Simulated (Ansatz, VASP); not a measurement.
Bi: VASP beside Ansatz

Contents of INCAR:

```
SYSTEM = Bi
PREC     = Accurate       ! precision mode
ENCUT    = 520            ! plane-wave cutoff, eV
EDIFF    = 1E-7           ! SCF threshold, eV
ISMEAR   = 0              ! smearing method
SIGMA    = 0.05           ! smearing width, eV
LREAL    = .False.        ! projectors in reciprocal space
LASPH    = .True.         ! aspherical terms in the spheres
NELM     = 150            ! most SCF steps
ALGO     = Fast           ! electronic algorithm
ISIF     = 2              ! what is computed and relaxed
LWAVE    = .False.        ! write WAVECAR
LCHARG   = .False.        ! write CHGCAR
MAGMOM   = 0 0 0          ! initial moments
LORBIT   = 11             ! projections on sites
LSORBIT  = .True.         ! spin-orbit coupling
GGA_COMPAT= .False.      
LORBMOM  = .True.       
NBANDS   = 26             ! bands
```

File KPOINTS:

```
Automatic mesh
0
Gamma
  7 7 7
  0 0 0
```

File POSCAR:

```
Bi
1.0
   -2.0759240700      2.0759240700      2.0759240700
    2.0759240700     -2.0759240700      2.0759240700
    2.0759240700      2.0759240700     -2.0759240700
Bi
1
Direct
    0.0000000000      0.0000000000      0.0000000000
```

File input.yaml:

```yaml
crystal:
  lattice:
    - [-2.07592407, 2.07592407, 2.07592407]
    - [2.07592407, -2.07592407, 2.07592407]
    - [2.07592407, 2.07592407, -2.07592407]
  atoms:
    - { symbol: Bi, position: [0.0, 0.0, 0.0] }
hamiltonian:
  xc: lda
  pseudopotentials: { kind: paw_fr }
magnetization:
  noncollinear: true
  spin_orbit: true
kpoints:
  mp_grid: { grid: [7, 7, 7] }
scf:
  occupations: { method: gaussian, width: 0.05 }
output:
  forces: true
  stress: true
  eigenvalues: true
```

Change from the starting cell: volume scaled by 1.15.

Alike in both runs: task single point; functional LDA; k mesh 7 × 7 × 7; occupations gaussian, width 0.05 eV; non-collinear spin, spin-orbit coupling.

|  | VASP | Ansatz |
| --- | --- | --- |
| version | VASP 6.6.1 | Ansatz 0.2.0 |
| potentials or method | VASP PAW LDA potentials, release 64 (Bi_d) | Ansatz PAW |
| plane-wave cutoff (eV) | 520 | 420 |
| valence electrons in the cell | 15 | 15 |

|  | VASP | Ansatz | Ansatz less VASP |
| --- | --- | --- | --- |
| pressure (GPa) | -6.5 | -6.1 | +0.36 |
| net moment per atom (μB) | 0.00 | 0.00 | 0.000 |

LDA's correlation is that of Perdew and Zunger in VASP and of Perdew and Wang (1992) in Ansatz.
